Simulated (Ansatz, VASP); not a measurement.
## One calculation of Hg, two programs

```
CELL_PARAMETERS angstrom
0.00000 2.22172 2.22172
2.22172 0.00000 2.22172
2.22172 2.22172 0.00000
ATOMIC_POSITIONS crystal
Hg 0.00000 0.00000 0.00000
```

Alike in both runs: functional LDA; k mesh 16 × 16 × 16; occupations fermi-dirac, width 0.05 eV; no spin polarisation.

Ansatz relaxed the structure, and its values are those at the end. VASP's run is a single point on that final structure, the one shown.

|  | VASP | Ansatz |
| --- | --- | --- |
| version | VASP 6.6.1 | Ansatz 0.2.0 |
| potentials or method | VASP PAW LDA potentials, release 64 (Hg) | PAW with Ansatz's default frozen-core files, scalar-relativistic |
| plane-wave cutoff (eV) | 520 | 420 |
| valence electrons in the cell | 12 | 20 |

|  | VASP | Ansatz | Ansatz less VASP |
| --- | --- | --- | --- |
| pressure (GPa) | 0.6 | 0.0 | -0.61 |

LDA's correlation is that of Perdew and Zunger in VASP and of Perdew and Wang (1992) in Ansatz. VASP's potentials hold 12 valence electrons a cell and Ansatz's 20, so a difference there can come from the potentials and not from the codes.

Spin-orbit coupling is off throughout.
